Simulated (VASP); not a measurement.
Ti, 1 atom in the cell. Symmetry: Fm-3m, No. 225, cubic system. Conventional cell: a = 4.109 Å, b = 4.109 Å, c = 4.109 Å, α = 90.00°, β = 90.00°, γ = 90.00°. Ti (site symmetry m-3m) has 12 Ti at 2.91 Å within 3.8 Å. 

```yaml
Program: VASP 6.6.1
Task: single point
Functional: PBE
Potentials_or_basis: VASP PAW PBE potentials, release 64 (Ti_sv)
Cutoff: 520 eV
k_mesh: 14 × 14 × 14
Occupations: fermi-dirac, width 0.03 eV
Spin: non-collinear spin, zero start, spin-orbit coupling
Starting_moments: "[[0.0, 0.0, 0.0]] μB"
Dipole_correction: no
Further_INCAR_settings: ALGO = Normal; EDIFF = 1e-07; NBANDS = 23
```

Potentials or basis: VASP PAW PBE potentials, release 64 (Ti_sv).

Run with:

```sh
$ cat potpaw_PBE.64/Ti_sv/POTCAR > POTCAR
$ mpirun -np 1 vasp_ncl > vasp.out
```

Hardware: 1 thread of Intel(R) Xeon(R) Platinum 8488C (Sapphire Rapids), on a shared host.

Problem. Estimate the wall time of this run.

Solution. It took 75 s on 1 thread of Intel(R) Xeon(R) Platinum 8488C (Sapphire Rapids) (shared host), peak memory 0.23 GiB. Counts: scf iterations 16, k points 104.
